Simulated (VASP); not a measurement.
# GaAs (F-43m) in VASP: notebook

Aim: see how the results for GaAs move with the level of theory and the settings. Levels: PBE, LDA. Tasks: single point.

Everything below comes from runs of VASP 6.6.1. Logs are shortened: lines on timing, memory, paths and dates and some standing lists are left out, and cuts for length are marked.

### Step 1. The cell of the first run

It takes space group F-43m (No. 216, cubic). The conventional cell has a = 5.750 Å, b = 5.750 Å, c = 5.750 Å, α = 90.00°, β = 90.00°, γ = 90.00°. Ga (site symmetry -43m) has 4 As at 2.49 Å within 3.3 Å. Within 3.3 Å of As (site symmetry -43m) lie 4 Ga at 2.49 Å.

### Step 2. Single point, PBE

INCAR reads:

```
PREC = Accurate
ENCUT = 520
EDIFF = 1E-7
ISMEAR = 0
SIGMA = 0.1
LREAL = False
LASPH = True
NELM = 100
ALGO = Normal
ISIF = 2
LWAVE = False
LCHARG = False
GGA = PE
NBANDS = 16
```

KPOINTS reads:

```
regular mesh
0
Gamma
  4 4 4
```

POSCAR reads:

```
GaAs
1.0
    0.0000000000      2.8750910496      2.8750910496
    2.8750910496      0.0000000000      2.8750910496
    2.8750910496      2.8750910496      0.0000000000
Ga As
1 1
Direct
    0.0000000000      0.0000000000      0.0000000000
    0.2500000000      0.2500000000      0.2500000000
```

Potentials or basis: VASP PAW PBE potentials, release 64 (Ga_d, As).

Run with:

```console
> cat potpaw_PBE.64/Ga_d/POTCAR potpaw_PBE.64/As/POTCAR > POTCAR
> mpirun -np 1 vasp_std > vasp.out
```

OUTCAR:

```text
PREC = Accurate
   ENCUT = 520
   EDIFF = 1E-7
   ISMEAR = 0
   LREAL = False
   LASPH = True
   NELM = 100
   ISIF = 2
   GGA = PE

 ion  position               nearest neighbor table
   1  0.000  0.000  0.000-   2 2.49   2 2.49   2 2.49   2 2.49
   2  0.250  0.250  0.250-   1 2.49   1 2.49   1 2.49   1 2.49

  LATTYP: Found a face centered cubic cell.
 ALAT       =     5.7501820992

  Lattice vectors:

 A1 = (   0.0000000000,   2.8750910496,   2.8750910496)
 A2 = (   2.8750910496,   0.0000000000,   2.8750910496)
 A3 = (   2.8750910496,   2.8750910496,   0.0000000000)

Analysis of symmetry for initial positions (statically):
=====================================================================
 Subroutine PRICEL returns:
 Original cell was already a primitive cell.

 Routine SETGRP: Setting up the symmetry group for a
 face centered cubic supercell.

 Subroutine GETGRP returns: Found 24 space group operations
 (whereof 24 operations were pure point group operations)
 out of a pool of 48 trial point group operations.

The static configuration has the point symmetry T_d .

Analysis of symmetry for dynamics (positions and initial velocities):
=====================================================================
 Subroutine PRICEL returns:
 Original cell was already a primitive cell.

 Routine SETGRP: Setting up the symmetry group for a
 face centered cubic supercell.

 Subroutine GETGRP returns: Found 24 space group operations
 (whereof 24 operations were pure point group operations)
 out of a pool of 48 trial point group operations.

The dynamic configuration has the point symmetry T_d .

 Subroutine INISYM returns: Found 24 space group operations
 (whereof 24 operations are pure point group operations),
 and found     1 'primitive' translations

----------------------------------------------------------------------------------------

                                     Primitive cell

  volume of cell :      47.5319

  direct lattice vectors                    reciprocal lattice vectors
     0.000000000  2.875091050  2.875091050    -0.173907536  0.173907536  0.173907536
     2.875091050  0.000000000  2.875091050     0.173907536 -0.173907536  0.173907536
     2.875091050  2.875091050  0.000000000     0.173907536  0.173907536 -0.173907536

  length of vectors
     4.065992755  4.065992755  4.065992755     0.301216688  0.301216688  0.301216688

  position of ions in fractional coordinates (direct lattice)
     0.000000000  0.000000000  0.000000000
[... 60 lines left out ...]
   NELM   =    100;   NELMIN=  2; NELMDL= -5     # of ELM steps
   EDIFF  = 0.1E-06   stopping-criterion for ELM
   LREAL  =      F    real-space projection
   EDIFFG = 0.1E-05   stopping-criterion for IOM
   NSW    =      0    number of steps for IOM
   IBRION =     -1    ionic relax: 0-MD 1-quasi-New 2-CG
   NFREE  =      0    steps in history (QN), initial steepest desc. (CG)
   ISIF   =      2    stress and relaxation
   ISYM   =      2    0-nonsym 1-usesym 2-fastsym
   POTIM  = 0.5000    time-step for ionic-motion
   TEBEG  =    0.0;   TEEND  =   0.0 temperature during run
   PSTRESS=    0.0 pullay stress
   NELECT =      18.0000    total number of electrons
   NUPDOWN=      -1.0000    fix difference up-down
   EMIN   =  10.00;   EMAX   =-10.00  energy-range for DOS
   EFERMI =   0.00;   METHOD = LEGACY
   ISMEAR =     0;   SIGMA  =   0.10  broadening in eV -4-tet -1-fermi 0-gaus
   EFERMI_NEDOS =   21; number of points for ismear=-14 and -15
   IALGO  =     38    algorithm
   IMIX   =      4    mixing-type and parameters
     AMIX     =   0.40;   BMIX     =  1.00
     AMIX_MAG =   1.60;   BMIX_MAG =  1.00
  volume/ion in A,a.u.               =      23.77       160.38
  Fermi-wavevector in a.u.,A,eV,Ry     =   1.184415  2.238221 19.086796  1.402840
  Thomas-Fermi vector in A             =   2.320630
   LORBIT       =      0    0 simple, 1 ext, 2 COOP (PROOUT), +10 PAW based schemes
   GGA     = PE    functional components
   LHFCALC =     F    Hartree Fock is set to
   AEXX    =    0.0000 exact exchange contribution
   IVDW    =     0    specifies the selected vdW correction
   LEPSILON=     F    determine dielectric tensor
   LRPA    =     F    only Hartree local field effects (RPA)
 non-spin polarized calculation
 Gauss-broadening in eV      SIGMA  =   0.10
  energy-cutoff  :      520.00
  volume of cell :       47.53
 maximum number of plane-waves:      1299
   NGX = 15   NGY = 15   NGZ = 15

 number of electron      17.9999988 magnetization

 Free energy of the ion-electron system (eV)
  ---------------------------------------------------
  ext. energy  EPLUGINS =         0.00000000
  ---------------------------------------------------
  free energy    TOTEN  =        -8.10142573 eV

  energy without entropy =       -8.09955187  energy(sigma->0) =       -8.10048880

 E-fermi :   3.6089     XC(G=0):  -9.3342

 val. band max:        3.5163649510   @ k =   0.0000   0.0000   0.0000
 cond. band min:       3.6489342397   @ k =   0.0000   0.0000   0.0000
 fundamental gap:      0.1325692887
 Fermi energy:         3.6089283910

 k-point     1 :       0.0000    0.0000    0.0000
  band No.  band energies     occupation
      1     -11.2605      2.00000
      2     -11.2605      2.00000
      3     -11.2605      2.00000
      4     -11.1942      2.00000
      5     -11.1942      2.00000
      6      -8.8583      2.00000
[... 129 lines left out ...]
      3     -11.2232      2.00000
      4     -11.2030      2.00000
      5     -11.1905      2.00000
      6      -6.5114      2.00000
[... 8 lines left out ...]
     15      15.3526      0.00000
     16      16.4940      0.00000

------------------------ aborting loop because EDIFF is reached ----------------------------------------

  FORCE on cell =-STRESS in cart. coord.  units (eV):
  Direction    XX          YY          ZZ          XY          YZ          ZX
  --------------------------------------------------------------------------------------
  -------------------------------------------------------------------------------------
  Total        0.1199166      0.1199166      0.1199166      0.0000000      0.0000000     -0.0000000
  in kB        4.0420813      4.0420813      4.0420813      0.0000000      0.0000000     -0.0000000
  external PRESSURE =       4.0420813 kB  Pullay stress =       0.0000000 kB

 VOLUME and BASIS-vectors are now :
 -----------------------------------------------------------------------------
  energy-cutoff  :      520.00
  volume of cell :       47.53
      direct lattice vectors                 reciprocal lattice vectors
     0.000000000  2.875091050  2.875091050    -0.173907536  0.173907536  0.173907536
     2.875091050  0.000000000  2.875091050     0.173907536 -0.173907536  0.173907536
     2.875091050  2.875091050  0.000000000     0.173907536  0.173907536 -0.173907536

 POSITION                                       TOTAL-FORCE (eV/Angst)
 -----------------------------------------------------------------------------------
      0.00000      0.00000      0.00000        -0.000000     -0.000000     -0.000000
      1.43755      1.43755      1.43755         0.000000      0.000000      0.000000
 -----------------------------------------------------------------------------------
    total drift:                                0.000002      0.000002      0.000002

  FREE ENERGIE OF THE ION-ELECTRON SYSTEM (eV)
  ---------------------------------------------------
  free  energy   TOTEN  =        -8.1014257264 eV

  energy  without entropy=       -8.0995518676  energy(sigma->0) =       -8.10048880
```

stdout:

```text
POSCAR found type information on POSCAR GaAs
 POSCAR found :  2 types and       2 ions
 scaLAPACK will be used
 LDA part: xc-table for (Slater+PW92), standard interpolation
 POSCAR, INCAR and KPOINTS ok, starting setup
 FFT: planning ... GRIDC
 FFT: planning ... GRID_SOFT
 FFT: planning ... GRID
 WAVECAR not read
 entering main loop
```

It took 16 s on 1 thread of AMD EPYC 7R13 (Zen 3), shared host; peak memory 0.13 GiB.

What came out:

- Free energy: -8.1014 eV
- Pressure: 0.4 GPa
- Band gap on the k mesh: 0.13 eV, direct

Levels at points of the mesh, in eV from the valence-band top:
| k point | band 5 | band 6 | band 7 | band 8 | band 9 | band 10 | band 11 | band 12 | band 13 | band 14 |
| --- | --- | --- | --- | --- | --- | --- | --- | --- | --- | --- |
| (0.00, 0.00, 0.00) | -14.71 | -12.37 | 0.00 | 0.00 | 0.00 | 0.13 | 3.68 | 3.68 | 3.68 | 7.43 |
| (0.50, 0.00, 0.00) | -14.71 | -10.76 | -6.39 | -1.07 | -1.07 | 0.84 | 4.58 | 4.58 | 7.68 | 10.03 |
| (0.50, 0.50, 0.00) | -14.70 | -10.07 | -6.62 | -2.52 | -2.52 | 1.53 | 1.66 | 9.75 | 9.75 | 10.54 |

Caveat: the k points lie up to 0.47 Å⁻¹ apart.

### Step 3. Single point, PBE

INCAR reads:

```
SYSTEM = GaAs
PREC = Accurate ; ENCUT = 520
EDIFF = 1E-6 ; ISMEAR = 1
SIGMA = 0.16 ; LREAL = .FALSE.
LASPH = .TRUE. ; NELM = 60
ALGO = Normal ; ISIF = 2
LWAVE = .FALSE. ; LCHARG = .TRUE.
GGA = PE ; LELF = .TRUE.
LVHAR = .TRUE. ; NBANDS = 16
```

KPOINTS reads:

```
Automatic mesh
0
G
  4 4 4
  0 0 0
```

POSCAR is that of step 2.

Potentials or basis: VASP PAW PBE potentials, release 64 (Ga_d, As).

Run with:

```console
> cat potpaw_PBE.64/Ga_d/POTCAR potpaw_PBE.64/As/POTCAR > POTCAR
> mpirun -np 1 vasp_std > vasp.out
```

OUTCAR:

```text
SYSTEM = GaAs
   PREC = Accurate
   ENCUT = 520
   EDIFF = 1E-6
   ISMEAR = 1
   LREAL = .FALSE.
   LASPH = .TRUE.
   NELM = 60
   ISIF = 2
   GGA = PE

 ion  position               nearest neighbor table
   1  0.000  0.000  0.000-   2 2.49   2 2.49   2 2.49   2 2.49
   2  0.250  0.250  0.250-   1 2.49   1 2.49   1 2.49   1 2.49

  LATTYP: Found a face centered cubic cell.
 ALAT       =     5.7501820992

  Lattice vectors:

 A1 = (   0.0000000000,   2.8750910496,   2.8750910496)
 A2 = (   2.8750910496,   0.0000000000,   2.8750910496)
 A3 = (   2.8750910496,   2.8750910496,   0.0000000000)

Analysis of symmetry for initial positions (statically):
=====================================================================
 Subroutine PRICEL returns:
 Original cell was already a primitive cell.

 Routine SETGRP: Setting up the symmetry group for a
 face centered cubic supercell.

 Subroutine GETGRP returns: Found 24 space group operations
 (whereof 24 operations were pure point group operations)
 out of a pool of 48 trial point group operations.

The static configuration has the point symmetry T_d .

Analysis of symmetry for dynamics (positions and initial velocities):
=====================================================================
 Subroutine PRICEL returns:
 Original cell was already a primitive cell.

 Routine SETGRP: Setting up the symmetry group for a
 face centered cubic supercell.

 Subroutine GETGRP returns: Found 24 space group operations
 (whereof 24 operations were pure point group operations)
 out of a pool of 48 trial point group operations.

The dynamic configuration has the point symmetry T_d .

 Subroutine INISYM returns: Found 24 space group operations
 (whereof 24 operations are pure point group operations),
 and found     1 'primitive' translations

----------------------------------------------------------------------------------------

                                     Primitive cell

  volume of cell :      47.5319

  direct lattice vectors                    reciprocal lattice vectors
     0.000000000  2.875091050  2.875091050    -0.173907536  0.173907536  0.173907536
     2.875091050  0.000000000  2.875091050     0.173907536 -0.173907536  0.173907536
     2.875091050  2.875091050  0.000000000     0.173907536  0.173907536 -0.173907536

  length of vectors
     4.065992755  4.065992755  4.065992755     0.301216688  0.301216688  0.301216688

  position of ions in fractional coordinates (direct lattice)
     0.000000000  0.000000000  0.000000000
     0.250000000  0.250000000  0.250000000

  ion indices of the primitive-cell ions
   primitive index   ion index
                 1           1
                 2           2

----------------------------------------------------------------------------------------

 KPOINTS: Automatic mesh

Automatic generation of k-mesh.
 Grid dimensions read from file:
 generate k-points for:    4    4    4

 Generating k-lattice:

  Cartesian coordinates                     Fractional coordinates (reciprocal lattice)
    -0.043476884  0.043476884  0.043476884     0.250000000  0.000000000  0.000000000
     0.043476884 -0.043476884  0.043476884     0.000000000  0.250000000  0.000000000
     0.043476884  0.043476884 -0.043476884     0.000000000  0.000000000  0.250000000

  Length of vectors
     0.075304172  0.075304172  0.075304172

  Shift w.r.t. Gamma in fractional coordinates (k-lattice)
     0.000000000  0.000000000  0.000000000

 Subroutine IBZKPT returns following result:
 ===========================================

 Found      8 irreducible k-points:

 Following reciprocal coordinates:
            Coordinates               Weight
  0.000000  0.000000  0.000000      1.000000
  0.250000  0.000000  0.000000      8.000000
  0.500000  0.000000  0.000000      4.000000
  0.250000  0.250000  0.000000      6.000000
  0.500000  0.250000  0.000000     24.000000
 -0.250000  0.250000  0.000000     12.000000
  0.500000  0.500000  0.000000      3.000000
 -0.250000  0.500000  0.250000      6.000000
   k-points           NKPTS =      8   k-points in BZ     NKDIM =      8   number of bands    NBANDS=     16
   number of dos      NEDOS =    301   number of ions     NIONS =      2
   total plane-waves  NPLWV =  27000
   dimension x,y,z NGX =    30 NGY =   30 NGZ =   30
   dimension x,y,z NGXF=    60 NGYF=   60 NGZF=   60
   ions per type =               1   1
   NGX,Y,Z   is equivalent  to a cutoff of  12.27, 12.27, 12.27 a.u.
   NGXF,Y,Z  is equivalent  to a cutoff of  24.53, 24.53, 24.53 a.u.
 SYSTEM =  GaAs
   PREC   = accura    normal or accurate (medium, high low for compatibility)
   ISTART =      0    job   : 0-new  1-cont  2-samecut
   ICHARG =      2    charge: 1-file 2-atom 10-const
   ISPIN  =      1    spin polarized calculation?
   LNONCOLLINEAR =      F non collinear calculations
   LSORBIT =      F    spin-orbit coupling
   LASPH  =      T    aspherical Exc in radial PAW
   ENCUT  =  520.0 eV  38.22 Ry    6.18 a.u.   7.56  7.56  7.56*2*pi/ulx,y,z
   NELM   =     60;   NELMIN=  2; NELMDL= -5     # of ELM steps
   EDIFF  = 0.1E-05   stopping-criterion for ELM
   LREAL  =      F    real-space projection
   EDIFFG = 0.1E-04   stopping-criterion for IOM
   NSW    =      0    number of steps for IOM
   IBRION =     -1    ionic relax: 0-MD 1-quasi-New 2-CG
   NFREE  =      0    steps in history (QN), initial steepest desc. (CG)
   ISIF   =      2    stress and relaxation
   ISYM   =      2    0-nonsym 1-usesym 2-fastsym
   POTIM  = 0.5000    time-step for ionic-motion
   TEBEG  =    0.0;   TEEND  =   0.0 temperature during run
   PSTRESS=    0.0 pullay stress
   NELECT =      18.0000    total number of electrons
   NUPDOWN=      -1.0000    fix difference up-down
   EMIN   =  10.00;   EMAX   =-10.00  energy-range for DOS
   EFERMI =   0.00;   METHOD = LEGACY
   ISMEAR =     1;   SIGMA  =   0.16  broadening in eV -4-tet -1-fermi 0-gaus
   EFERMI_NEDOS =   21; number of points for ismear=-14 and -15
   IALGO  =     38    algorithm
   IMIX   =      4    mixing-type and parameters
     AMIX     =   0.40;   BMIX     =  1.00
     AMIX_MAG =   1.60;   BMIX_MAG =  1.00
  volume/ion in A,a.u.               =      23.77       160.38
  Fermi-wavevector in a.u.,A,eV,Ry     =   1.184415  2.238221 19.086796  1.402840
  Thomas-Fermi vector in A             =   2.320630
   LORBIT       =      0    0 simple, 1 ext, 2 COOP (PROOUT), +10 PAW based schemes
   GGA     = PE    functional components
   LHFCALC =     F    Hartree Fock is set to
   AEXX    =    0.0000 exact exchange contribution
   IVDW    =     0    specifies the selected vdW correction
   LEPSILON=     F    determine dielectric tensor
   LRPA    =     F    only Hartree local field effects (RPA)
 non-spin polarized calculation
 Methfessel and Paxton  Order N= 1 SIGMA  =   0.16
  energy-cutoff  :      520.00
  volume of cell :       47.53
 maximum number of plane-waves:      1299
   NGX = 15   NGY = 15   NGZ = 15

 number of electron      17.9999988 magnetization

 Free energy of the ion-electron system (eV)
  ---------------------------------------------------
  ext. energy  EPLUGINS =         0.00000000
  ---------------------------------------------------
  free energy    TOTEN  =        -8.10066547 eV

  energy without entropy =       -8.09954794  energy(sigma->0) =       -8.10029296

 E-fermi :   3.6068     XC(G=0):  -9.3344

 val. band max:        3.5160950793   @ k =   0.0000   0.0000   0.0000
 cond. band min:       3.6486454369   @ k =   0.0000   0.0000   0.0000
 fundamental gap:      0.1325503576
 Fermi energy:         3.6067507914

 k-point     1 :       0.0000    0.0000    0.0000
  band No.  band energies     occupation
      1     -11.2604      2.00000
      2     -11.2604      2.00000
      3     -11.2604      2.00000
      4     -11.1941      2.00000
      5     -11.1941      2.00000
      6      -8.8586      2.00000
[... 8 lines left out ...]
     15      13.4844      0.00000
     16      13.4844      0.00000
[... 115 lines left out ...]
 k-point     8 :      -0.2500    0.5000    0.2500
  band No.  band energies     occupation
      1     -11.3394      2.00000
      2     -11.2348      2.00000
      3     -11.2231      2.00000
      4     -11.2029      2.00000
      5     -11.1904      2.00000
      6      -6.5117      2.00000
[... 8 lines left out ...]
     15      15.3522      0.00000
     16      16.4938      0.00000

------------------------ aborting loop because EDIFF is reached ----------------------------------------

  FORCE on cell =-STRESS in cart. coord.  units (eV):
  Direction    XX          YY          ZZ          XY          YZ          ZX
  --------------------------------------------------------------------------------------
  -------------------------------------------------------------------------------------
  Total        0.1119649      0.1119649      0.1119649      0.0000000      0.0000000      0.0000000
  in kB        3.7740519      3.7740519      3.7740519      0.0000000      0.0000000      0.0000000
  external PRESSURE =       3.7740519 kB  Pullay stress =       0.0000000 kB

 VOLUME and BASIS-vectors are now :
 -----------------------------------------------------------------------------
  energy-cutoff  :      520.00
  volume of cell :       47.53
      direct lattice vectors                 reciprocal lattice vectors
     0.000000000  2.875091050  2.875091050    -0.173907536  0.173907536  0.173907536
     2.875091050  0.000000000  2.875091050     0.173907536 -0.173907536  0.173907536
     2.875091050  2.875091050  0.000000000     0.173907536  0.173907536 -0.173907536

 POSITION                                       TOTAL-FORCE (eV/Angst)
 -----------------------------------------------------------------------------------
      0.00000      0.00000      0.00000        -0.000000     -0.000000     -0.000000
      1.43755      1.43755      1.43755         0.000000      0.000000      0.000000
 -----------------------------------------------------------------------------------
    total drift:                                0.000002      0.000002      0.000002

  FREE ENERGIE OF THE ION-ELECTRON SYSTEM (eV)
  ---------------------------------------------------
  free  energy   TOTEN  =        -8.1006654705 eV

  energy  without entropy=       -8.0995479400  energy(sigma->0) =       -8.10029296
```

Wall time 13 s (1 thread of AMD EPYC 7R13 (Zen 3), shared host); peak memory 0.13 GiB.

Results:

```
Free energy            : -8.1007 eV
Pressure               : 0.4 GPa
Band gap on the k mesh : 0.13 eV, direct
```

Caveat: the k points lie up to 0.47 Å⁻¹ apart.

[end of part 1 of 2]
